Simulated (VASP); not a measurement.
Here is a VASP 6.6.1 calculation.

Contents of POSCAR:

```
Mg2Si
1.0
    0.0000000000      3.2003411002      3.2003411002
    3.2003411002      0.0000000000      3.2003411002
    3.2003411002      3.2003411002      0.0000000000
Si Mg
1 2
Direct
    0.0000000000      0.0000000000      0.0000000000
    0.2500000000      0.2500000000      0.2500000000
    0.7500000000      0.7500000000      0.7500000000
```

The input INCAR.step1:

```
ALGO = Normal
EDIFF = 1E-5
ENCUT = 660
GGA = PE
GGA_COMPAT = F
ISMEAR = 0
LASPH = T
LCHARG = F
LREAL = F
LWAVE = T
NBANDS = 11
NELM = 120
PREC = Accurate
SIGMA = 0.01
```

Contents of INCAR.step2:

```
ALGO = Normal
EDIFF = 1E-6
ENCUT = 660
GGA_COMPAT = F
ISIF = 2
ISMEAR = 0
ISTART = 1
LASPH = T
LCHARG = F
LMIXTAU = T
LREAL = F
LWAVE = F
METAGGA = R2SCAN
NBANDS = 11
NELM = 120
PREC = Accurate
SIGMA = 0.01
```

File KPOINTS:

```
k-points
0
Gamma
  6 6 6
```

Potentials or basis: VASP PAW PBE potentials, release 64 (Si, Mg).

The run is started by

```bash
$ cat potpaw_PBE.64/Si/POTCAR potpaw_PBE.64/Mg/POTCAR > POTCAR
$ cp INCAR.step1 INCAR
$ mpirun -np 1 vasp_std > vasp.out
$ cp INCAR.step2 INCAR
$ mpirun -np 1 vasp_std > vasp.out
```

Q: What does it give for the band gap on the k mesh?

A: 0.48 eV (least direct gap 2.31 eV).

Q: Predict the pressure.

A: -1.9 GPa.

Caveat: the structure was generated, so it needn't be the stable form of Mg2Si; semilocal functionals underestimate gaps, and a narrow one can read as zero; the PAW data sets were made with another functional, which shifts forces and pressure a little. A k mesh can miss the band edges.
